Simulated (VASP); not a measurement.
# LuSc2N3 (P6/mmm) in VASP: a series of runs, part 2 of 2

VASP 6.6.1. Earlier steps stand in the parts before.

## (4) Single point, PBE, collinear spin

This run uses another cell than the first one, of 29.03 Å³/atom.

Input file INCAR:

```
PREC = Accurate
ENCUT = 520
EDIFF = 1E-7
ISMEAR = 0
SIGMA = 0.1
LREAL = F
LASPH = T
NELM = 150
ALGO = Normal
ISIF = 2
LWAVE = F
LCHARG = F
ISPIN = 2
MAGMOM = 0 1 1 0 0 0
LORBIT = 11
LMAXMIX = 4
GGA = PE
NBANDS = 44
```

Input file KPOINTS:

```
regular mesh
0
Gamma
  3 3 4
```

Input file POSCAR:

```
LuSc2N3
1.0
    7.1855448252      0.0000000000      0.0000000000
   -3.5927724126      6.2228643586      0.0000000000
    0.0000000000      0.0000000000      3.8951184312
Lu Sc N
1 2 3
Direct
    0.0000000000      0.0000000000      0.5000000000
    0.3333333333      0.6666666667      0.5000000000
    0.6666666667      0.3333333333      0.5000000000
    0.3333333333      0.6666666667      0.0000000000
    0.6666666667      0.3333333333      0.0000000000
    0.0000000000      0.0000000000      0.0000000000
```

Potentials or basis: VASP PAW PBE potentials, release 64 (Lu, Sc_sv, N).

Command:

```bash
cat potpaw_PBE.64/Lu/POTCAR potpaw_PBE.64/Sc_sv/POTCAR potpaw_PBE.64/N/POTCAR > POTCAR
mpirun -np 1 vasp_std > vasp.out
```

OUTCAR:

```text
PREC = Accurate
   ENCUT = 520
   EDIFF = 1E-7
   ISMEAR = 0
   LREAL = F
   LASPH = T
   NELM = 150
   ISIF = 2
   ISPIN = 2
   LORBIT = 11
   GGA = PE

 ion  position               nearest neighbor table
   1  0.000  0.000  0.500-   6 1.95   6 1.95
   2  0.333  0.667  0.500-   4 1.95   4 1.95
   3  0.667  0.333  0.500-   5 1.95   5 1.95
   4  0.333  0.667  0.000-   2 1.95   2 1.95
   5  0.667  0.333  0.000-   3 1.95   3 1.95
   6  0.000  0.000  0.000-   1 1.95   1 1.95

  LATTYP: Found a hexagonal cell.
 ALAT       =     7.1855448252
 C/A-ratio  =     0.5420769790

  Lattice vectors:

 A1 = (   7.1855448252,   0.0000000000,   0.0000000000)
 A2 = (  -3.5927724126,   6.2228643586,   0.0000000000)
 A3 = (   0.0000000000,   0.0000000000,   3.8951184312)

Analysis of symmetry for initial positions (statically):
=====================================================================
 Subroutine PRICEL returns:
 Original cell was already a primitive cell.

 Routine SETGRP: Setting up the symmetry group for a
 hexagonal supercell.

 Subroutine GETGRP returns: Found 24 space group operations
 (whereof 24 operations were pure point group operations)
 out of a pool of 24 trial point group operations.

The static configuration has the point symmetry D_6h.

Analysis of symmetry for dynamics (positions and initial velocities):
=====================================================================
 Subroutine PRICEL returns:
 Original cell was already a primitive cell.

 Routine SETGRP: Setting up the symmetry group for a
 hexagonal supercell.

 Subroutine GETGRP returns: Found 24 space group operations
 (whereof 24 operations were pure point group operations)
 out of a pool of 24 trial point group operations.

The dynamic configuration has the point symmetry D_6h.

Analysis of structural, dynamic, and magnetic symmetry:
=====================================================================
 Subroutine PRICEL returns:
 Original cell was already a primitive cell.

 Routine SETGRP: Setting up the symmetry group for a
 hexagonal supercell.

 Subroutine GETGRP returns: Found 24 space group operations
 (whereof 24 operations were pure point group operations)
 out of a pool of 24 trial point group operations.

The overall configuration has the point symmetry D_6h.

 Subroutine INISYM returns: Found 24 space group operations
 (whereof 24 operations are pure point group operations),
 and found     1 'primitive' translations

----------------------------------------------------------------------------------------

                                     Primitive cell

  volume of cell :     174.1689

  direct lattice vectors                    reciprocal lattice vectors
     7.185544825  0.000000000  0.000000000     0.139168292  0.080348851  0.000000000
    -3.592772413  6.222864359  0.000000000     0.000000000  0.160697702  0.000000000
     0.000000000  0.000000000  3.895118431     0.000000000  0.000000000  0.256731603

  length of vectors
[... 79 lines left out ...]
   NFREE  =      0    steps in history (QN), initial steepest desc. (CG)
   ISIF   =      2    stress and relaxation
   ISYM   =      2    0-nonsym 1-usesym 2-fastsym
   POTIM  = 0.5000    time-step for ionic-motion
   TEBEG  =    0.0;   TEEND  =   0.0 temperature during run
   PSTRESS=    0.0 pullay stress
   NELECT =      62.0000    total number of electrons
   NUPDOWN=      -1.0000    fix difference up-down
   EMIN   =  10.00;   EMAX   =-10.00  energy-range for DOS
   EFERMI =   0.00;   METHOD = LEGACY
   ISMEAR =     0;   SIGMA  =   0.10  broadening in eV -4-tet -1-fermi 0-gaus
   EFERMI_NEDOS =   21; number of points for ismear=-14 and -15
   IALGO  =     38    algorithm
   IMIX   =      4    mixing-type and parameters
     AMIX     =   0.40;   BMIX     =  1.00
     AMIX_MAG =   1.60;   BMIX_MAG =  1.00
  volume/ion in A,a.u.               =      29.03       195.89
  Fermi-wavevector in a.u.,A,eV,Ry     =   1.160242  2.192539 18.315632  1.346161
  Thomas-Fermi vector in A             =   2.296826
   LORBIT       =     11    0 simple, 1 ext, 2 COOP (PROOUT), +10 PAW based schemes
   GGA     = PE    functional components
   LHFCALC =     F    Hartree Fock is set to
   AEXX    =    0.0000 exact exchange contribution
   IVDW    =     0    specifies the selected vdW correction
   LEPSILON=     F    determine dielectric tensor
   LRPA    =     F    only Hartree local field effects (RPA)
 spin polarized calculation
 Gauss-broadening in eV      SIGMA  =   0.10
  energy-cutoff  :      520.00
  volume of cell :      174.17
 maximum number of plane-waves:      4706
 NGX is ok and might be reduce to    54
   NGX = 27   NGY = 27   NGZ = 15

 number of electron      62.0000005 magnetization       0.2844552

 Free energy of the ion-electron system (eV)
  ---------------------------------------------------
  ext. energy  EPLUGINS =         0.00000000
  ---------------------------------------------------
  free energy    TOTEN  =       -38.41209213 eV

  energy without entropy =      -38.39705221  energy(sigma->0) =      -38.40457217

 E-fermi :   0.0618     XC(G=0):  -7.6828

 val. band max:        0.0505072300   @ k =   0.3333   0.3333   0.0000
 cond. band min:       0.0813517709   @ k =   0.3333   0.0000   0.0000
 fundamental gap:      0.0308445409
 Fermi energy:         0.0618428785

 spin component 1

 k-point     1 :       0.0000    0.0000    0.0000
  band No.  band energies     occupation
      1     -55.5679      1.00000
      2     -49.4454      1.00000
      3     -49.4444      1.00000
      4     -28.3114      1.00000
      5     -28.3114      1.00000
      6     -28.3017      1.00000
[... 403 lines left out ...]
     42       5.3315      0.00000
     43       5.3317      0.00000
 Fermi energy:         0.0618428785

 spin component 2

 k-point     1 :       0.0000    0.0000    0.0000
  band No.  band energies     occupation
      1     -55.5682      1.00000
      2     -49.4420      1.00000
      3     -49.4409      1.00000
      4     -28.3156      1.00000
      5     -28.3156      1.00000
      6     -28.3058      1.00000
[... 403 lines left out ...]
     42       5.3599      0.00000
     43       5.3599      0.00000
 [bands above 43 left out]

------------------------ aborting loop because EDIFF is reached ----------------------------------------

  FORCE on cell =-STRESS in cart. coord.  units (eV):
  Direction    XX          YY          ZZ          XY          YZ          ZX
  --------------------------------------------------------------------------------------
  -------------------------------------------------------------------------------------
  Total        0.0312414      0.0312414      2.0721787      0.0000000      0.0000000      0.0000000
  in kB        0.2873888      0.2873888     19.0619393      0.0000000      0.0000000      0.0000000
  external PRESSURE =       6.5455723 kB  Pullay stress =       0.0000000 kB

 VOLUME and BASIS-vectors are now :
 -----------------------------------------------------------------------------
  energy-cutoff  :      520.00
  volume of cell :      174.17
      direct lattice vectors                 reciprocal lattice vectors
     7.185544825  0.000000000  0.000000000     0.139168292  0.080348851  0.000000000
    -3.592772413  6.222864359  0.000000000     0.000000000  0.160697702  0.000000000
     0.000000000  0.000000000  3.895118431     0.000000000  0.000000000  0.256731603

 POSITION                                       TOTAL-FORCE (eV/Angst)
 -----------------------------------------------------------------------------------
      0.00000      0.00000      1.94756         0.000000      0.000000      0.000000
     -0.00000      4.14858      1.94756         0.000000      0.000000     -0.000000
      3.59277      2.07429      1.94756        -0.000000      0.000000      0.000000
     -0.00000      4.14858      0.00000         0.000000     -0.000000      0.000000
      3.59277      2.07429      0.00000        -0.000000      0.000000     -0.000000
      0.00000      0.00000      0.00000         0.000000      0.000000      0.000000
 -----------------------------------------------------------------------------------
    total drift:                               -0.000000      0.000000      0.000000

  FREE ENERGIE OF THE ION-ELECTRON SYSTEM (eV)
  ---------------------------------------------------
  free  energy   TOTEN  =       -38.4120921292 eV

  energy  without entropy=      -38.3970522134  energy(sigma->0) =      -38.40457217

 total charge

# of ion       s       p       d       f       tot
--------------------------------------------------
    1        2.297   6.123   1.145  14.109  23.674
    2        2.207   6.181   1.175   0.000   9.562
    3        2.207   6.181   1.175   0.000   9.562
    4        1.306   2.308   0.000   0.000   3.615
    5        1.306   2.308   0.000   0.000   3.615
    6        1.319   2.373   0.000   0.000   3.692
--------------------------------------------------
tot         10.640  25.475   3.494  14.109  53.719

 magnetization (x)

# of ion       s       p       d       f       tot
--------------------------------------------------
    1       -0.000   0.000  -0.001  -0.000  -0.001
    2       -0.001   0.029  -0.014   0.000   0.015
    3       -0.001   0.029  -0.014   0.000   0.015
    4        0.003   0.108   0.000   0.000   0.110
    5        0.003   0.108   0.000   0.000   0.110
    6       -0.000  -0.002   0.000   0.000  -0.002
--------------------------------------------------
tot          0.003   0.272  -0.028  -0.000   0.247
```

stdout:

```text
POSCAR found type information on POSCAR LuScN
 POSCAR found :  3 types and       6 ions
 scaLAPACK will be used
 LDA part: xc-table for (Slater+PW92), standard interpolation
 POSCAR, INCAR and KPOINTS ok, starting setup
 FFT: planning ... GRIDC
 FFT: planning ... GRID_SOFT
 FFT: planning ... GRID
 WAVECAR not read
 entering main loop
```

Run time: 2 min. Hardware: 1 thread of AMD EPYC 9R45 (Zen 5), shared host; peak memory 0.38 GiB.

Results:

* Free energy: -38.4121 eV
* Pressure: 0.7 GPa
* Net moment: 0.28 μB per cell
* Site moments: Lu -0.00; Sc +0.01; N +0.11, -0.00 (each value once) μB
* Valence electrons inside the program's atomic spheres: Lu 23.67; Sc 9.56; N 3.62, 3.69 (each value once)

Stress tensor (GPa, compression positive):
```
0.03 0.00 0.00
0.00 0.03 0.00
0.00 0.00 1.91
```

Caveat: the k points lie up to 0.40 Å⁻¹ apart; a moment this small can come from the mesh or the smearing; spin-orbit coupling is left out, which moves the levels of the heavy elements.

## (5) The runs side by side

```csv
task,spin,cell,k mesh,cutoff (eV),gap on the mesh (eV),pressure (GPa)
relaxation of cell and atoms,off,"relaxed from a = 5.561, b = 5.561, c = 4.072 Å, angles 90.0, 90.0, 120.0°, 6 atoms",6 × 6 × 4,600,none,0.0
single point,off,"a = 7.310, b = 7.310, c = 3.905 Å, angles 90.0, 90.0, 120.0°, 6 atoms",6 × 6 × 10,520,none,0.3
single point,collinear,"a = 7.186, b = 7.186, c = 3.895 Å, angles 90.0, 90.0, 120.0°, 6 atoms",3 × 3 × 4,520,none,0.7
```

Alike in all rows: level PBE; potentials or basis VASP PAW PBE potentials, release 64 (Lu, Sc_sv, N); smearing gaussian 0.1 eV.

Caveats: some runs use coarse meshes; spin-orbit coupling is left out, which moves the levels of the heavy elements; the volume moved by over 15 % at a fixed basis, so the end points are rough (at least some runs); a moment this small can come from the mesh or the smearing (at least some runs).

Absolute energies hang on the potentials; compare differences alone.

The gap in the log of VASP goes by the Fermi energy; the results here count the filled bands.